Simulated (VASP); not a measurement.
Set up this calculation in VASP 6.6.1, as the native input.

```
Task                   : relaxation of cell and atoms
Functional             : RPBE
Potentials or basis    : VASP PAW PBE potentials, release 64 (Al, N)
Cutoff                 : 600 eV
k mesh                 : 11 × 11 × 11
Occupations            : fermi-dirac, width 0.05 eV
Spin                   : no spin polarisation
Dipole correction      : no
Further INCAR settings : ALGO = Normal; EDIFF = 1e-06; IBRION = 2; EDIFFG = -0.01; NSW = 60; ISIF = 3
```

The structure of AlN lies in POSCAR:

```
AlN
1.0
    0.0000000000      2.0345180000      2.0345180000
    2.0345180000      0.0000000000      2.0345180000
    2.0345180000      2.0345180000      0.0000000000
Al N
1 1
Direct
    0.5000000000      0.5000000000      0.5000000000
    0.0000000000      0.0000000000      0.0000000000
```

The input as run:

INCAR

```
SYSTEM = AlN
PREC = Accurate
ENCUT = 600
EDIFF = 1E-6
ISMEAR = -1
SIGMA = 0.05
LREAL = .False.
LASPH = .True.
NELM = 80
ALGO = Normal
ISIF = 3
LWAVE = .False.
LCHARG = .False.
GGA = RP
IBRION = 2
NSW = 60
EDIFFG = -0.01
```

KPOINTS

```
regular mesh
0
Gamma
  11 11 11
  0 0 0
```

Potentials or basis: VASP PAW PBE potentials, release 64 (Al, N).

Command:

```console
$ cat potpaw_PBE.64/Al/POTCAR potpaw_PBE.64/N/POTCAR > POTCAR
$ mpirun -np 1 vasp_std > vasp.out
```

It gave:

The relaxed volume is 8.56 Å³/atom. The relaxed cell is a = 2.893 Å, b = 2.893 Å, c = 2.893 Å, α = 60.00°, β = 60.00°, γ = 60.00° and the space group after relaxing (to 0.05 Å) is Fm-3m (No. 225). The energy gained by relaxing is 1.7 meV/atom, the ionic steps are 3 and the pressure after relaxing is 0.0 GPa. The band gap on the k mesh is 4.51 eV, indirect (least direct gap 5.20 eV).

Caveat: the PAW data sets were made with another functional, which shifts forces and pressure a little.

Run time: 17 s on 1 thread of Intel Xeon 8259CL (shared host), peak memory 0.14 GiB.
